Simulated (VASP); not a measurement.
# Ni (Fm-3m) in VASP: a series of runs

Runs on Ni. Level: r2SCAN. Tasks: single point.

Program: VASP 6.6.1. These are calculated values, not measurements. Logs are shortened: lines on timing, memory, paths and dates and some standing lists are left out, and cuts for length are marked.

### 1 The cell of the first run

Symmetry: Fm-3m, No. 225, cubic system. The conventional cell has a = 3.532 Å, b = 3.532 Å, c = 3.532 Å, α = 90.00°, β = 90.00°, γ = 90.00°. Ni (site symmetry m-3m) has 12 Ni at 2.50 Å within 3.3 Å.

### 2 Single point, r2SCAN, collinear spin, ferromagnetic start

Contents of POSCAR:

```
Ni
1.0
    0.0000000000      3.5317333300      3.5317333300
    1.7658666700      0.0000000000      1.7658666700
    1.7658666700      1.7658666700      0.0000000000
Ni
2
Direct
    0.0000000000      0.0000000000      0.0000000000
    0.5000000000      0.0000000000      0.0000000000
```

Contents of INCAR.step1:

```
PREC     = Accurate       # precision mode
ENCUT    = 520            # plane-wave cutoff, eV
ISMEAR   = -1             # smearing method
SIGMA    = 0.05           # smearing width, eV
LREAL    = False          # projectors in reciprocal space
LASPH    = True           # aspherical terms in the spheres
NELM     = 150            # most SCF steps
ISPIN    = 2              # spin polarisation
MAGMOM   = 2 2            # initial moments
LMAXMIX  = 4              # l up to which the mixer works
NBANDS   = 21             # bands
GGA      = PE             # functional
ALGO     = Normal         # electronic algorithm
EDIFF    = 1E-4           # SCF threshold, eV
LWAVE    = True           # write WAVECAR
LCHARG   = False          # write CHGCAR
```

Contents of INCAR.step2:

```
PREC     = Accurate       # precision mode
ENCUT    = 520            # plane-wave cutoff, eV
EDIFF    = 1E-6           # SCF threshold, eV
ISMEAR   = -1             # smearing method
SIGMA    = 0.05           # smearing width, eV
LREAL    = False          # projectors in reciprocal space
LASPH    = True           # aspherical terms in the spheres
NELM     = 150            # most SCF steps
ALGO     = Normal         # electronic algorithm
ISIF     = 2              # what is computed and relaxed
LWAVE    = False          # write WAVECAR
LCHARG   = False          # write CHGCAR
ISPIN    = 2              # spin polarisation
MAGMOM   = 2 2            # initial moments
LORBIT   = 11             # projections on sites
LMAXMIX  = 4              # l up to which the mixer works
METAGGA  = R2SCAN         # meta-GGA
LMIXTAU  = True         
NBANDS   = 21             # bands
ISTART   = 1
```

Contents of KPOINTS:

```
Automatic mesh
0
Gamma
  7 14 14
```

Potentials or basis: VASP PAW PBE potentials, release 64 (Ni).

The run is started by

```console
$ cat potpaw_PBE.64/Ni/POTCAR > POTCAR
$ cp INCAR.step1 INCAR
$ mpirun -np 1 vasp_std > vasp.out
$ cp INCAR.step2 INCAR
$ mpirun -np 1 vasp_std > vasp.out
```

OUTCAR:

```text
PREC = Accurate
   ENCUT = 520
   EDIFF = 1E-6
   ISMEAR = -1
   LREAL = False
   LASPH = True
   NELM = 150
   ISIF = 2
   ISPIN = 2
   LORBIT = 11
   METAGGA = R2SCAN
   ISTART = 1

 ion  position               nearest neighbor table
   1  0.000  0.000  0.000-   2 2.50   2 2.50   2 2.50   2 2.50   2 2.50   2 2.50
   2  0.500  0.000  0.000-   1 2.50   1 2.50   1 2.50   1 2.50   1 2.50   1 2.50

  LATTYP: Found a trigonal (rhomboedric) cell.
 ALAT       =     4.3254722830
 COS(alpha) =     0.8333333325

  Lattice vectors:

 A1 = (   1.7658666700,  -1.7658666600,  -3.5317333300)
 A2 = (   3.5317333400,  -1.7658666600,  -1.7658666600)
 A3 = (   1.7658666700,  -3.5317333300,  -1.7658666600)

Analysis of symmetry for initial positions (statically):
=====================================================================
 Subroutine PRICEL returns following result:

  LATTYP: Found a face centered cubic cell.
 ALAT       =     3.5317333400
[... 12 lines left out ...]
 Subroutine GETGRP returns: Found 12 space group operations
 (whereof 12 operations were pure point group operations)
 out of a pool of 12 trial point group operations.

The static configuration has the point symmetry D_3d.

Analysis of symmetry for dynamics (positions and initial velocities):
=====================================================================
 Subroutine PRICEL returns following result:

  LATTYP: Found a face centered cubic cell.
 ALAT       =     3.5317333400
[... 12 lines left out ...]
 Subroutine GETGRP returns: Found 12 space group operations
 (whereof 12 operations were pure point group operations)
 out of a pool of 12 trial point group operations.

The dynamic configuration has the point symmetry D_3d.

Analysis of structural, dynamic, and magnetic symmetry:
=====================================================================
 Subroutine PRICEL returns following result:

  LATTYP: Found a face centered cubic cell.
 ALAT       =     3.5317333400
[... 12 lines left out ...]
 Subroutine GETGRP returns: Found 12 space group operations
 (whereof 12 operations were pure point group operations)
 out of a pool of 12 trial point group operations.

The overall configuration has the point symmetry D_3d.

 Subroutine INISYM returns: Found 12 space group operations
 (whereof 12 operations are pure point group operations),
 and found     2 'primitive' translations

----------------------------------------------------------------------------------------

                                     Primitive cell

  volume of cell :      11.0130

  direct lattice vectors                    reciprocal lattice vectors
     0.000000000  1.765866665  1.765866665    -0.283147086  0.283147086  0.283147086
     1.765866670  0.000000000  1.765866670     0.283147085 -0.283147085  0.283147085
     1.765866670  1.765866670  0.000000000     0.283147085  0.283147085 -0.283147085

  length of vectors
     2.497312587  2.497312594  2.497312594     0.490425139  0.490425137  0.490425137

  position of ions in fractional coordinates (direct lattice)
     0.000000000  0.000000000  0.000000000

  ion indices of the primitive-cell ions
   primitive index   ion index
                 1           1

----------------------------------------------------------------------------------------

 KPOINTS: Automatic mesh

Automatic generation of k-mesh.
 Grid dimensions read from file:
 generate k-points for:    7   14   14

 Generating k-lattice:

  Cartesian coordinates                     Fractional coordinates (reciprocal lattice)
    -0.020224792  0.020224792  0.020224792     0.142857143  0.000000000  0.000000000
     0.020224792 -0.020224792  0.020224792     0.000000000  0.071428571  0.000000000
     0.020224792  0.020224792 -0.020224792     0.000000000  0.000000000  0.071428571

  Length of vectors
     0.035030367  0.035030367  0.035030367

  Shift w.r.t. Gamma in fractional coordinates (k-lattice)
     0.000000000  0.000000000  0.000000000

 -----------------------------------------------------------------------------
|                                                                             |
|           W    W    AA    RRRRR   N    N  II  N    N   GGGG   !!!           |
|           W    W   A  A   R    R  NN   N  II  NN   N  G    G  !!!           |
|           W    W  A    A  R    R  N N  N  II  N N  N  G       !!!           |
|           W WW W  AAAAAA  RRRRR   N  N N  II  N  N N  G  GGG   !            |
|           WW  WW  A    A  R   R   N   NN  II  N   NN  G    G                |
|           W    W  A    A  R    R  N    N  II  N    N   GGGG   !!!           |
|                                                                             |
|     Your reciprocal lattice and k-lattice belong to different lattice       |
|     classes:                                                                |
|                                                                             |
|        The reciprocal lattice is rhombohedral (trigonal),                   |
|        whereas your k-lattice is body-centered cubic.                       |
|                                                                             |
|     Results are often still useful ...                                      |
|                                                                             |
 -----------------------------------------------------------------------------

 Subroutine IBZKPT returns following result:
 ===========================================

 Found    144 irreducible k-points:

 Following reciprocal coordinates:
            Coordinates               Weight
  0.000000  0.000000  0.000000      1.000000
  0.142857  0.000000  0.000000      2.000000
  0.285714  0.000000  0.000000      2.000000
  0.428571  0.000000  0.000000      2.000000
  0.000000  0.071429  0.000000      6.000000
  0.142857  0.071429  0.000000      6.000000
[... 16 lines left out ...]
 -0.428571  0.214286  0.000000      6.000000
 -0.285714  0.214286  0.000000      6.000000
 [... further k-points ...]
   k-points           NKPTS =    144   k-points in BZ     NKDIM =    144   number of bands    NBANDS=     21
   number of dos      NEDOS =    301   number of ions     NIONS =      2
   total plane-waves  NPLWV =  16000
   dimension x,y,z NGX =    40 NGY =   20 NGZ =   20
   dimension x,y,z NGXF=    80 NGYF=   40 NGZF=   40
   ions per type =               2
   NGX,Y,Z   is equivalent  to a cutoff of  13.31, 13.31, 13.31 a.u.
   NGXF,Y,Z  is equivalent  to a cutoff of  26.63, 26.63, 26.63 a.u.
 SYSTEM =  unknown system
   PREC   = accura    normal or accurate (medium, high low for compatibility)
   ISTART =      1    job   : 0-new  1-cont  2-samecut
   ICHARG =      0    charge: 1-file 2-atom 10-const
   ISPIN  =      2    spin polarized calculation?
   LNONCOLLINEAR =      F non collinear calculations
   LSORBIT =      F    spin-orbit coupling
   LASPH  =      T    aspherical Exc in radial PAW
   ENCUT  =  520.0 eV  38.22 Ry    6.18 a.u.   9.29  4.64  4.64*2*pi/ulx,y,z
   NELM   =    150;   NELMIN=  2; NELMDL=  0     # of ELM steps
   EDIFF  = 0.1E-05   stopping-criterion for ELM
   LREAL  =      F    real-space projection
   EDIFFG = 0.1E-04   stopping-criterion for IOM
   NSW    =      0    number of steps for IOM
   IBRION =     -1    ionic relax: 0-MD 1-quasi-New 2-CG
   NFREE  =      0    steps in history (QN), initial steepest desc. (CG)
   ISIF   =      2    stress and relaxation
   ISYM   =      2    0-nonsym 1-usesym 2-fastsym
   POTIM  = 0.5000    time-step for ionic-motion
   TEBEG  =    0.0;   TEEND  =   0.0 temperature during run
   PSTRESS=    0.0 pullay stress
   NELECT =      20.0000    total number of electrons
   NUPDOWN=      -1.0000    fix difference up-down
   EMIN   =  10.00;   EMAX   =-10.00  energy-range for DOS
   EFERMI =   0.00;   METHOD = LEGACY
   ISMEAR =    -1;   SIGMA  =   0.05  broadening in eV -4-tet -1-fermi 0-gaus
   EFERMI_NEDOS =   21; number of points for ismear=-14 and -15
   IALGO  =     38    algorithm
   IMIX   =      4    mixing-type and parameters
     AMIX     =   0.40;   BMIX     =  1.00
     AMIX_MAG =   1.60;   BMIX_MAG =  1.00
  volume/ion in A,a.u.               =      11.01        74.32
  Fermi-wavevector in a.u.,A,eV,Ry     =   1.585283  2.995751 34.193122  2.513124
  Thomas-Fermi vector in A             =   2.684772
   LORBIT       =     11    0 simple, 1 ext, 2 COOP (PROOUT), +10 PAW based schemes
   METAGGA = R2SCAN    functional components
   LHFCALC =     F    Hartree Fock is set to
   AEXX    =    0.0000 exact exchange contribution
   IVDW    =     0    specifies the selected vdW correction
   LEPSILON=     F    determine dielectric tensor
   LRPA    =     F    only Hartree local field effects (RPA)
 spin polarized calculation
  energy-cutoff  :      520.00
  volume of cell :       22.03
 maximum number of plane-waves:       609
 NGX is ok and might be reduce to    40
   NGX = 19   NGY =  9   NGZ =  9

 number of electron      20.0000020 magnetization       1.5025748

 Free energy of the ion-electron system (eV)
  ---------------------------------------------------
  ext. energy  EPLUGINS =         0.00000000
  ---------------------------------------------------
  free energy    TOTEN  =       -23.87127388 eV

  energy without entropy =      -23.84923741  energy(sigma->0) =      -23.86025565

 E-fermi :   9.1665     XC(G=0): -14.3041

 val. band max:        9.1220758588   @ k =  -0.2857   0.1429   0.0000
 cond. band min:       9.1858228047   @ k =   0.2857   0.3571   0.0714
 fundamental gap:      0.0637469459
 Fermi energy:         9.1664501281

 spin component 1

 k-point     1 :       0.0000    0.0000    0.0000
  band No.  band energies     occupation
      1      -0.1644      1.00000
      2       3.9222      1.00000
      3       6.2127      1.00000
      4       6.2127      1.00000
      5       6.2127      1.00000
      6       6.3002      1.00000
[... 565 lines left out ...]
     20      37.0684      0.00000
     21      38.0494      0.00000

 [... further k-points ...]

 spin component 2

 k-point     1 :       0.0000    0.0000    0.0000
  band No.  band energies     occupation
      1      -0.4296      1.00000
      2       4.6252      1.00000
      3       7.2469      1.00000
      4       7.2470      1.00000
      5       7.5966      1.00000
      6       7.5967      1.00000
[... 565 lines left out ...]
     20      37.2905      0.00000
     21      38.3725      0.00000

 [... further k-points ...]

------------------------ aborting loop because EDIFF is reached ----------------------------------------

  FORCE on cell =-STRESS in cart. coord.  units (eV):
  Direction    XX          YY          ZZ          XY          YZ          ZX
  --------------------------------------------------------------------------------------
  -------------------------------------------------------------------------------------
  Total       -1.1664718     -1.1664718     -1.1664718      0.0000692     -0.0000692      0.0000692
  in kB      -84.8498559    -84.8498556    -84.8498556      0.0050317     -0.0050315      0.0050317
  external PRESSURE =     -84.8498557 kB  Pullay stress =       0.0000000 kB

 VOLUME and BASIS-vectors are now :
 -----------------------------------------------------------------------------
  energy-cutoff  :      520.00
  volume of cell :       22.03
      direct lattice vectors                 reciprocal lattice vectors
     0.000000000  3.531733330  3.531733330    -0.141573543  0.141573543  0.141573543
     1.765866670  0.000000000  1.765866670     0.283147085 -0.283147085  0.283147085
     1.765866670  1.765866670  0.000000000     0.283147085  0.283147085 -0.283147085

 POSITION                                       TOTAL-FORCE (eV/Angst)
 -----------------------------------------------------------------------------------
      0.00000      0.00000      0.00000        -0.000000      0.000000      0.000000
      0.00000      1.76587      1.76587         0.000000     -0.000000     -0.000000
 -----------------------------------------------------------------------------------
    total drift:                               -0.000000     -0.000000     -0.000000

  FREE ENERGIE OF THE ION-ELECTRON SYSTEM (eV)
  ---------------------------------------------------
  free  energy   TOTEN  =       -23.8712738848 eV

  energy  without entropy=      -23.8492374127  energy(sigma->0) =      -23.86025565

 total charge

# of ion       s       p       d       tot
------------------------------------------
    1        0.510   0.508   8.305   9.323
    2        0.510   0.508   8.305   9.323
--------------------------------------------------
tot          1.020   1.016  16.610  18.646

 magnetization (x)

# of ion       s       p       d       tot
------------------------------------------
    1       -0.009  -0.044   0.830   0.777
    2       -0.009  -0.044   0.830   0.777
--------------------------------------------------
tot         -0.019  -0.087   1.661   1.554
```

It took 2.6 min on 1 thread of Intel Xeon 6975P-C (Granite Rapids), shared host; peak memory 0.22 GiB.

What came out:

| Item | Value |
| --- | --- |
| Free energy | -23.8713 eV |
| Pressure | -8.5 GPa |
| Net moment | 1.50 μB per cell |
| Site moments | Ni +0.78 μB |
| Valence electrons inside the program's atomic spheres | Ni 9.32 |

Levels at points of the mesh, in eV from the Fermi level:
Spin up:
| k point | band 9 | band 10 | band 11 | band 12 | band 13 | band 14 |
| --- | --- | --- | --- | --- | --- | --- |
| (0.00, 0.00, 0.00) | -1.67 | -1.10 | -1.10 | -0.39 | 5.52 | 22.87 |
| (0.00, 0.50, 0.00) | -1.04 | -0.98 | -0.39 | 2.46 | 5.52 | 9.22 |
Spin down:
```tsv
k point	band 7	band 8	band 9	band 10	band 11	band 12
(0.00, 0.00, 0.00)	-1.57	-0.90	-0.90	-0.62	0.18	0.18
(0.00, 0.50, 0.00)	-0.17	0.18	0.18	0.55	0.55	2.20
```

Caveat: the cell stands under tension; the PAW data sets were made with another functional, which shifts forces and pressure a little.

(Continued in part 2 of 2.)
